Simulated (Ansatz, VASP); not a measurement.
AlN in VASP and in Ansatz

File INCAR:

```
SYSTEM = AlN
  PREC = Accurate
  ENCUT = 520
  EDIFF = 1E-7
  ISMEAR = 0
  SIGMA = 0.05
  LREAL = .False.
  LASPH = .True.
  NELM = 80
  ALGO = Normal
  ISIF = 2
  LWAVE = .False.
  LCHARG = .False.
  GGA = PE
  NBANDS = 11
```

File KPOINTS:

```
Automatic mesh
0
Gamma
  10 10 10
  0 0 0
```

Contents of POSCAR:

```
AlN
1.0
    0.0000000000      2.1644978747      2.1644978747
    2.1644978747      0.0000000000      2.1644978747
    2.1644978747      2.1644978747      0.0000000000
Al N
1 1
Direct
   -0.0091503777      0.0091503777      0.0091503777
    0.7676262774      0.7323737226      0.7323737226
```

Input for Ansatz:

```yaml
crystal:
  lattice:
    - [0.0, 2.1644978747, 2.1644978747]
    - [2.1644978747, 0.0, 2.1644978747]
    - [2.1644978747, 2.1644978747, 0.0]
  atoms:
    - { symbol: Al, position: [-0.0091503777, 0.0091503777, 0.0091503777] }
    - { symbol: "N", position: [0.7676262774, 0.7323737226, 0.7323737226] }
basis:
  ecutwfc: 520.0
kpoints:
  mp_grid: { grid: [10, 10, 10] }
hamiltonian:
  xc: pbe
  pseudopotentials: { kind: paw, azcp: { folder: soft_1 } }
scf:
  occupations: { method: gaussian, width: 0.05 }
output:
  forces: true
  stress: true
  eigenvalues: true
```

Change from the starting cell: mode 4 frozen in at -0.078 Å, equal normal strain along x, y and z -0.0167.

Alike in both runs: task single point; functional PBE; k mesh 10 × 10 × 10; occupations gaussian, width 0.05 eV; no spin polarisation.

|  | VASP | Ansatz |
| --- | --- | --- |
| version | VASP 6.6.1 | Ansatz 0.2.0 |
| potentials or method | VASP PAW PBE potentials, release 64 (Al, N), cutoff 520 eV | scalar-relativistic, plane waves, PAW |
| valence electrons in the cell | 8 | 8 |

Ansatz gave:

* gap on the k mesh at the Fermi level (eV): 3.04
* least direct gap on the mesh (eV): 4.10
* pressure (GPa): 12.6
* traceless stress, the component that is largest in VASP (GPa): -10.03
* rms of the force components (eV/Å): 1.044

Task: Estimate VASP's values.

Result: gap on the k mesh at the Fermi level (eV): 3.03; least direct gap on the mesh (eV): 4.11; pressure (GPa): 12.4; traceless stress, the component that is largest in VASP (GPa): -10.07; rms of the force components (eV/Å): 1.047.

Atom by atom the forces differ by 0.003 eV/Å (rms over components).
